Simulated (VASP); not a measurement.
# Cr: single point with PBE

Cr, a slab with vacuum:

```xyz
3
Lattice="2.8486 0.0000 0.0000 0.0000 2.8486 0.0000 0.0000 0.0000 18.8486" Properties=species:S:1:pos:R:3 pbc="T T T"
Cr    0.0000    0.0000    7.9571
Cr    1.4243    1.4243    9.4243
Cr    0.0000    0.0000   10.8915
```

```
Program                : VASP 6.6.1
Task                   : single point
Functional             : PBE
Potentials or basis    : VASP PAW PBE potentials, release 64 (Cr_pv)
Cutoff                 : 400 eV
k mesh                 : 14 × 14 × 1
Occupations            : fermi-dirac, width 0.1 eV
Spin                   : collinear spin, ferromagnetic start
Starting moments       : [2.0, 2.0, 2.0] μB
Dipole correction      : yes
Electric field (eV/Å)  : -0.1 eV/Å
Further INCAR settings : ALGO = Normal; EDIFF = 1e-06; NBANDS = 29; NELMDL = -8; EFIELD = -0.1
```

```json
{
  "Largest force": "0.030 eV/Å",
  "Net moment": "4.48 μB per cell",
  "Site moments": "Cr +2.93, -1.97, +2.92 μB",
  "Valence electrons inside the program's atomic spheres": "Cr 10.74, 11.01 (each value once)"
}
```

Forces on the atoms (eV/Å):
```
Cr   0.000  0.000 -0.029
Cr   0.000  0.000 -0.001
Cr   0.000  0.000  0.030
```

Levels at points of the mesh, in eV from the Fermi level:
Spin up:
| k point | band 17 | band 18 | band 19 | band 20 | band 21 | band 22 | band 23 | band 24 | band 25 | band 26 |
| --- | --- | --- | --- | --- | --- | --- | --- | --- | --- | --- |
| (0.00, 0.00, 0.00) | -0.79 | -0.79 | -0.69 | -0.69 | -0.33 | 0.13 | 0.52 | 1.98 | 1.98 | 2.27 |
| (0.50, 0.00, 0.00) | -1.28 | -0.75 | -0.24 | -0.19 | 0.74 | 0.76 | 0.93 | 1.90 | 2.33 | 2.71 |
| (0.50, 0.50, 0.00) | 0.00 | 0.57 | 0.57 | 0.72 | 0.82 | 0.85 | 2.38 | 2.71 | 2.77 | 2.77 |
Spin down:
| k point | band 14 | band 15 | band 16 | band 17 | band 18 | band 19 |
| --- | --- | --- | --- | --- | --- | --- |
| (0.00, 0.00, 0.00) | -0.72 | -0.72 | -0.30 | 0.00 | 0.73 | 0.96 |
| (0.50, 0.00, 0.00) | -1.42 | -1.12 | 0.38 | 0.70 | 1.05 | 1.42 |
| (0.50, 0.50, 0.00) | -0.84 | -0.43 | -0.43 | 1.01 | 1.46 | 2.15 |

Wall time 11 min on 1 thread of Oxide Virtual Turin-like Processor, on a shared host, peak memory 0.3 GiB.
